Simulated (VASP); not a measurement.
## LuH2: electric field gradients with LDA

LuH2:

```
Lu H
1.0
     0.00000    2.48249    2.48249
     2.48249    0.00000    2.48249
     2.48249    2.48249    0.00000
Lu H
1 2
Direct
  0.00000 0.00000 0.00000
  0.25000 0.25000 0.25000
  0.75000 0.75000 0.75000
```

This cell differs from its parent crystal: volume scaled by 0.96.

- Program: VASP 6.6.1
- Task: electric field gradients
- Functional: LDA
- Potentials or basis: VASP PAW PBE potentials, release 64 (Lu, H)
- Cutoff: 520 eV
- k mesh: 8 × 8 × 8
- Occupations: fermi-dirac, width 0.02 eV
- Spin: no spin polarisation
- Dipole correction: no
- Further INCAR settings: ALGO = Normal; EDIFF = 1e-08; NBANDS = 20

```yaml
Pressure: -2.7 GPa
```

Levels at points of the mesh, in eV from the Fermi level:
```csv
k point,band 10,band 11,band 12,band 13,band 14,band 15,band 16,band 17
"(0.00, 0.00, 0.00)",-4.83,-4.83,-4.83,-0.28,1.31,1.31,1.31,4.23
"(0.50, 0.00, 0.00)",-4.84,-4.84,-4.82,-3.73,1.38,1.38,5.13,5.83
"(0.50, 0.50, 0.00)",-4.87,-4.85,-4.85,-3.79,-2.44,6.05,6.14,6.14
```

Run time: 10 s on 1 thread of Intel(R) Xeon(R) 6975P-C (Granite Rapids), on a shared host, peak memory 0.16 GiB.

Caveat: without QUAD_EFG the Cq values of the log hold for a quadrupole moment of 1 mb, not for the nuclei; the PAW data sets were made with another functional, which shifts forces and pressure a little; spin-orbit coupling is left out, which moves the levels of the heavy elements.
